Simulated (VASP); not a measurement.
A run of VASP 6.6.1 is set up as follows.

INCAR

```
PREC = Accurate
ENCUT = 520
EDIFF = 1E-6
ISMEAR = -1
SIGMA = 0.1
LREAL = False
LASPH = True
NELM = 60
ALGO = Normal
ISIF = 2
LWAVE = False
LCHARG = True
GGA = B5
ALDAX = 1.0
AGGAX = 1.0
AGGAC = 1.0
ALDAC = 0.0
LELF = True
LVHAR = True
NBANDS = 25
```

Contents of KPOINTS:

```
regular mesh
0
Gamma
  9 9 13
```

The input POSCAR:

```
Zn
1.0
    4.7100817504      0.0000000000      0.0000000000
   -2.3550408752      4.0790504498      0.0000000000
    0.0000000000      0.0000000000      2.6489514551
Zn
3
Direct
    0.0000000000      1.0000000000      1.0000000000
    0.3333333333      0.6666666667      0.5000000000
    0.6666666667      0.3333333333      0.5000000000
```

Potentials or basis: VASP PAW PBE potentials, release 64 (Zn).

The run is started by

```console
$ cat potpaw_PBE.64/Zn/POTCAR > POTCAR
$ mpirun -np 1 vasp_std > vasp.out
```

Task: Estimate the band gap on the k mesh.

Result: Zero (bands 18 and 19 overlap by 5.20 eV).

Task: Estimate the pressure.

Result: 1.9 GPa.

Caveat: the PAW data sets were made with another functional, which shifts forces and pressure a little.
